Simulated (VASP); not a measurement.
# CuI (F-43m) in VASP: notebook

Runs on CuI. Level: PBEsol. Tasks: single point.

All numbers are computed with VASP 6.6.1; they aren't measurements. Logs are shortened: lines on timing, memory, paths and dates and some standing lists are left out, and cuts for length are marked.

## (1) The cell of the first run

It takes space group F-43m (No. 216, cubic). The conventional cell has a = 5.581 Å, b = 5.581 Å, c = 5.581 Å, α = 90.00°, β = 90.00°, γ = 90.00°. Cu (site symmetry -43m) has 4 I at 2.42 Å within 3.2 Å. I (site symmetry -43m) has 4 Cu at 2.42 Å within 3.2 Å.

## (2) Single point, PBEsol

File INCAR:

```
PREC = Accurate
ENCUT = 520
EDIFF = 1E-6
ISMEAR = 0
SIGMA = 0.01
LREAL = False
LASPH = True
NELM = 100
ALGO = Normal
ISIF = 2
LWAVE = False
LCHARG = False
GGA = PS
NBANDS = 16
```

File KPOINTS:

```
Automatic mesh
0
Gamma
  6 6 6
```

File POSCAR:

```
CuI
1.0
    2.7905733649      2.7905733649      0.0000000000
   -2.7905733649      2.7905733649      0.0000000000
    0.0000000000      2.7905733649      2.7905733649
Cu I
1 1
Direct
    0.7500000000      0.2500000000      0.5000000000
    0.0000000000      0.0000000000      0.0000000000
```

Potentials or basis: VASP PAW PBE potentials, release 64 (Cu, I).

Run with:

```
> cat potpaw_PBE.64/Cu/POTCAR potpaw_PBE.64/I/POTCAR > POTCAR
> mpirun -np 1 vasp_std > vasp.out
```

OUTCAR:

```text
PREC = Accurate
   ENCUT = 520
   EDIFF = 1E-6
   ISMEAR = 0
   LREAL = False
   LASPH = True
   NELM = 100
   ISIF = 2
   GGA = PS

 ion  position               nearest neighbor table
   1  0.750  0.250  0.500-   2 2.42   2 2.42   2 2.42   2 2.42
   2  0.000  0.000  0.000-   1 2.42   1 2.42   1 2.42   1 2.42

  LATTYP: Found a face centered cubic cell.
 ALAT       =     5.5811467298

  Lattice vectors:

 A1 = (   0.0000000000,   2.7905733649,   2.7905733649)
 A2 = (   2.7905733649,   0.0000000000,   2.7905733649)
 A3 = (   2.7905733649,   2.7905733649,   0.0000000000)

Analysis of symmetry for initial positions (statically):
=====================================================================
 Subroutine PRICEL returns:
 Original cell was already a primitive cell.

 Routine SETGRP: Setting up the symmetry group for a
 face centered cubic supercell.

 Subroutine GETGRP returns: Found 24 space group operations
 (whereof 24 operations were pure point group operations)
 out of a pool of 48 trial point group operations.

The static configuration has the point symmetry T_d .

Analysis of symmetry for dynamics (positions and initial velocities):
=====================================================================
 Subroutine PRICEL returns:
 Original cell was already a primitive cell.

 Routine SETGRP: Setting up the symmetry group for a
 face centered cubic supercell.

 Subroutine GETGRP returns: Found 24 space group operations
 (whereof 24 operations were pure point group operations)
 out of a pool of 48 trial point group operations.

The dynamic configuration has the point symmetry T_d .

 Subroutine INISYM returns: Found 24 space group operations
 (whereof 24 operations are pure point group operations),
 and found     1 'primitive' translations

----------------------------------------------------------------------------------------

                                     Primitive cell

  volume of cell :      43.4621

  direct lattice vectors                    reciprocal lattice vectors
     2.790573365  2.790573365  0.000000000     0.179174648  0.179174648 -0.179174648
    -2.790573365  2.790573365  0.000000000    -0.179174648  0.179174648 -0.179174648
     0.000000000  2.790573365  2.790573365     0.000000000  0.000000000  0.358349296

  length of vectors
     3.946466699  3.946466699  3.946466699     0.310339594  0.310339594  0.358349296

  position of ions in fractional coordinates (direct lattice)
     0.750000000  0.250000000  0.500000000
     0.000000000  0.000000000  0.000000000

  ion indices of the primitive-cell ions
   primitive index   ion index
                 1           1
                 2           2

----------------------------------------------------------------------------------------

 KPOINTS: Automatic mesh

Automatic generation of k-mesh.
 Grid dimensions read from file:
 generate k-points for:    6    6    6

 Generating k-lattice:

  Cartesian coordinates                     Fractional coordinates (reciprocal lattice)
     0.029862441  0.029862441 -0.029862441     0.166666667  0.000000000  0.000000000
    -0.029862441  0.029862441 -0.029862441     0.000000000  0.166666667  0.000000000
     0.000000000  0.000000000  0.059724883     0.000000000  0.000000000  0.166666667

  Length of vectors
     0.051723266  0.051723266  0.059724883

  Shift w.r.t. Gamma in fractional coordinates (k-lattice)
     0.000000000  0.000000000  0.000000000

 Subroutine IBZKPT returns following result:
 ===========================================

 Found     16 irreducible k-points:

 Following reciprocal coordinates:
            Coordinates               Weight
  0.000000  0.000000  0.000000      1.000000
  0.166667  0.000000  0.000000      8.000000
  0.333333  0.000000  0.000000      8.000000
  0.500000  0.000000  0.000000      4.000000
  0.166667  0.166667  0.000000     12.000000
  0.333333  0.166667  0.000000     24.000000
[... 8 lines left out ...]
  0.500000  0.333333  0.166667     24.000000
  0.500000  0.500000  0.166667     12.000000
   k-points           NKPTS =     16   k-points in BZ     NKDIM =     16   number of bands    NBANDS=     16
   number of dos      NEDOS =    301   number of ions     NIONS =      2
   total plane-waves  NPLWV =  27000
   dimension x,y,z NGX =    30 NGY =   30 NGZ =   30
   dimension x,y,z NGXF=    60 NGYF=   60 NGZF=   60
   ions per type =               1   1
   NGX,Y,Z   is equivalent  to a cutoff of  12.64, 12.64, 12.64 a.u.
   NGXF,Y,Z  is equivalent  to a cutoff of  25.28, 25.28, 25.28 a.u.
 SYSTEM =  unknown system
   PREC   = accura    normal or accurate (medium, high low for compatibility)
   ISTART =      0    job   : 0-new  1-cont  2-samecut
   ICHARG =      2    charge: 1-file 2-atom 10-const
   ISPIN  =      1    spin polarized calculation?
   LNONCOLLINEAR =      F non collinear calculations
   LSORBIT =      F    spin-orbit coupling
   LASPH  =      T    aspherical Exc in radial PAW
   ENCUT  =  520.0 eV  38.22 Ry    6.18 a.u.   7.34  7.34  7.34*2*pi/ulx,y,z
   NELM   =    100;   NELMIN=  2; NELMDL= -5     # of ELM steps
   EDIFF  = 0.1E-05   stopping-criterion for ELM
   LREAL  =      F    real-space projection
   EDIFFG = 0.1E-04   stopping-criterion for IOM
   NSW    =      0    number of steps for IOM
   IBRION =     -1    ionic relax: 0-MD 1-quasi-New 2-CG
   NFREE  =      0    steps in history (QN), initial steepest desc. (CG)
   ISIF   =      2    stress and relaxation
   ISYM   =      2    0-nonsym 1-usesym 2-fastsym
   POTIM  = 0.5000    time-step for ionic-motion
   TEBEG  =    0.0;   TEEND  =   0.0 temperature during run
   PSTRESS=    0.0 pullay stress
   NELECT =      18.0000    total number of electrons
   NUPDOWN=      -1.0000    fix difference up-down
   EMIN   =  10.00;   EMAX   =-10.00  energy-range for DOS
   EFERMI =   0.00;   METHOD = LEGACY
   ISMEAR =     0;   SIGMA  =   0.01  broadening in eV -4-tet -1-fermi 0-gaus
   EFERMI_NEDOS =   21; number of points for ismear=-14 and -15
   IALGO  =     38    algorithm
   IMIX   =      4    mixing-type and parameters
     AMIX     =   0.40;   BMIX     =  1.00
     AMIX_MAG =   1.60;   BMIX_MAG =  1.00
  volume/ion in A,a.u.               =      21.73       146.65
  Fermi-wavevector in a.u.,A,eV,Ry     =   1.220288  2.306009 20.260463  1.489102
  Thomas-Fermi vector in A             =   2.355510
   LORBIT       =      0    0 simple, 1 ext, 2 COOP (PROOUT), +10 PAW based schemes
   GGA     = PS    functional components
   LHFCALC =     F    Hartree Fock is set to
   AEXX    =    0.0000 exact exchange contribution
   IVDW    =     0    specifies the selected vdW correction
   LEPSILON=     F    determine dielectric tensor
   LRPA    =     F    only Hartree local field effects (RPA)
 non-spin polarized calculation
 Gauss-broadening in eV      SIGMA  =   0.01
  energy-cutoff  :      520.00
  volume of cell :       43.46
 maximum number of plane-waves:      1211
 NGX is ok and might be reduce to    30
   NGX = 15   NGY = 15   NGZ = 15

 number of electron      17.9999997 magnetization

 Free energy of the ion-electron system (eV)
  ---------------------------------------------------
  ext. energy  EPLUGINS =         0.00000000
  ---------------------------------------------------
  free energy    TOTEN  =        -5.96262793 eV

  energy without entropy =       -5.96262793  energy(sigma->0) =       -5.96262793

 E-fermi :   7.4581     XC(G=0): -10.3212

 val. band max:        7.3830282927   @ k =   0.0000   0.0000   0.0000
 cond. band min:       9.1940799100   @ k =   0.0000   0.0000   0.0000
 fundamental gap:      1.8110516173
 Fermi energy:         7.4581342356

 k-point     1 :       0.0000    0.0000    0.0000
  band No.  band energies     occupation
      1      -8.2483      2.00000
      2       2.3516      2.00000
      3       2.3516      2.00000
      4       2.3516      2.00000
      5       4.2052      2.00000
      6       4.2052      2.00000
[... 8 lines left out ...]
     15      17.4113      0.00000
     16      17.4113      0.00000

 k-point     2 :       0.1667    0.0000    0.0000
  band No.  band energies     occupation
      1      -8.0323      2.00000
      2       1.8373      2.00000
      3       2.3828      2.00000
      4       2.3828      2.00000
      5       4.1883      2.00000
      6       4.1883      2.00000
[... 8 lines left out ...]
     15      16.1760      0.00000
     16      16.4858      0.00000

 k-point     3 :       0.3333    0.0000    0.0000
  band No.  band energies     occupation
      1      -7.5319      2.00000
      2       0.6630      2.00000
      3       2.4315      2.00000
      4       2.4315      2.00000
      5       4.2021      2.00000
      6       4.2021      2.00000
[... 8 lines left out ...]
     15      16.8652      0.00000
     16      16.8652      0.00000

 k-point     4 :       0.5000    0.0000    0.0000
  band No.  band energies     occupation
      1      -7.2327      2.00000
      2       0.0126      2.00000
      3       2.4471      2.00000
      4       2.4471      2.00000
      5       4.2433      2.00000
      6       4.2433      2.00000
[... 8 lines left out ...]
     15      18.9291      0.00000
     16      18.9291      0.00000
[... 172 lines left out ...]
 k-point    14 :       0.3333    0.3333    0.1667
  band No.  band energies     occupation
      1      -7.1746      2.00000
      2       0.6757      2.00000
      3       1.8636      2.00000
      4       2.4319      2.00000
      5       4.0981      2.00000
      6       4.2272      2.00000
[... 8 lines left out ...]
     15      19.1125      0.00000
     16      20.4755      0.00000

 k-point    15 :       0.5000    0.3333    0.1667
  band No.  band energies     occupation
      1      -6.9650      2.00000
      2       0.6213      2.00000
      3       1.4518      2.00000
      4       2.4121      2.00000
      5       4.0415      2.00000
      6       4.1995      2.00000
[... 8 lines left out ...]
     15      19.3456      0.00000
     16      20.2434      0.00000

 k-point    16 :       0.5000    0.5000    0.1667
  band No.  band energies     occupation
      1      -6.8687      2.00000
      2       0.4817      2.00000
      3       1.6746      2.00000
      4       2.3494      2.00000
      5       4.0511      2.00000
      6       4.1473      2.00000
[... 8 lines left out ...]
     15      20.0067      0.00000
     16      20.5089      0.00000

------------------------ aborting loop because EDIFF is reached ----------------------------------------

  FORCE on cell =-STRESS in cart. coord.  units (eV):
  Direction    XX          YY          ZZ          XY          YZ          ZX
  --------------------------------------------------------------------------------------
  -------------------------------------------------------------------------------------
  Total        4.2015286      4.2015286      4.2015286      0.0000000      0.0000000      0.0000000
  in kB      154.8843631    154.8843631    154.8843631      0.0000000      0.0000000      0.0000000
  external PRESSURE =     154.8843631 kB  Pullay stress =       0.0000000 kB

 VOLUME and BASIS-vectors are now :
 -----------------------------------------------------------------------------
  energy-cutoff  :      520.00
  volume of cell :       43.46
      direct lattice vectors                 reciprocal lattice vectors
     2.790573365  2.790573365  0.000000000     0.179174648  0.179174648 -0.179174648
    -2.790573365  2.790573365  0.000000000    -0.179174648  0.179174648 -0.179174648
     0.000000000  2.790573365  2.790573365     0.000000000  0.000000000  0.358349296

 POSITION                                       TOTAL-FORCE (eV/Angst)
 -----------------------------------------------------------------------------------
      1.39529      4.18586      1.39529         0.000000      0.000000      0.000000
      0.00000      0.00000      0.00000        -0.000000     -0.000000     -0.000000
 -----------------------------------------------------------------------------------
    total drift:                                0.000001      0.000000      0.000000

  FREE ENERGIE OF THE ION-ELECTRON SYSTEM (eV)
  ---------------------------------------------------
  free  energy   TOTEN  =        -5.9626279279 eV

  energy  without entropy=       -5.9626279279  energy(sigma->0) =       -5.96262793
```

Run time: 29 s. Hardware: 1 thread of Intel Xeon 8259CL, shared host; peak memory 0.17 GiB.

Results:

* Free energy: -5.9626 eV
* Pressure: 15.5 GPa
* Band gap on the k mesh: 1.81 eV

Levels at points of the mesh, in eV from the valence-band top:
| k point | band 7 | band 8 | band 9 | band 10 | band 11 | band 12 |
| --- | --- | --- | --- | --- | --- | --- |
| (0.00, 0.00, 0.00) | 0.00 | 0.00 | 0.00 | 1.81 | 4.48 | 4.48 |
| (0.50, 0.00, 0.00) | -3.07 | -1.20 | -1.20 | 2.27 | 5.11 | 5.11 |
| (0.50, 0.50, 0.00) | -3.04 | -2.61 | -2.61 | 2.03 | 2.53 | 11.06 |

Caveat: the cell stands under pressure; the PAW data sets were made with another functional, which shifts forces and pressure a little; spin-orbit coupling is left out, which moves the levels of the heavy elements. A k mesh can miss the band edges.

## (3) Single point, PBEsol

This run uses another cell than the first one, of 23.54 Å³/atom.

File INCAR:

```
PREC = Accurate
ENCUT = 520
EDIFF = 1E-6
ISMEAR = 0
SIGMA = 0.01
LREAL = F
LASPH = T
NELM = 80
ALGO = Normal
ISIF = 2
LWAVE = F
LCHARG = T
GGA = PS
LELF = T
LVHAR = T
NBANDS = 16
```

File KPOINTS:

```
regular mesh
0
Gamma
  6 6 6
```

File POSCAR:

```
CuI
1.0
    2.8659749977      2.8659749977      0.0000000000
   -2.8659749977      2.8659749977      0.0000000000
    0.0000000000      2.8659749977      2.8659749977
Cu I
1 1
Direct
    0.7500000000      0.2500000000      0.5000000000
    0.0000000000      0.0000000000      0.0000000000
```

Potentials or basis: VASP PAW PBE potentials, release 64 (Cu, I).

Run with:

```
> cat potpaw_PBE.64/Cu/POTCAR potpaw_PBE.64/I/POTCAR > POTCAR
> mpirun -np 1 vasp_std > vasp.out
```

Wall time 27 s (1 thread of Intel Xeon 8259CL, shared host); peak memory 0.17 GiB.

It converged, with:

* Free energy: -6.2084 eV
* Pressure: 7.4 GPa
* Band gap on the k mesh: 1.53 eV

Levels at points of the mesh, in eV from the valence-band top:
| k point | band 6 | band 7 | band 8 | band 9 | band 10 | band 11 | band 12 | band 13 |
| --- | --- | --- | --- | --- | --- | --- | --- | --- |
| (0.00, 0.00, 0.00) | -2.69 | 0.00 | 0.00 | 0.00 | 1.53 | 4.61 | 4.61 | 4.61 |
| (0.50, 0.00, 0.00) | -2.66 | -2.60 | -1.02 | -1.02 | 2.21 | 5.21 | 5.21 | 7.36 |
| (0.50, 0.50, 0.00) | -2.59 | -2.58 | -2.21 | -2.21 | 2.23 | 2.67 | 10.37 | 10.61 |

Caveat: the cell stands under pressure; the PAW data sets were made with another functional, which shifts forces and pressure a little; spin-orbit coupling is left out, which moves the levels of the heavy elements.

(Continued in part 2 of 2.)
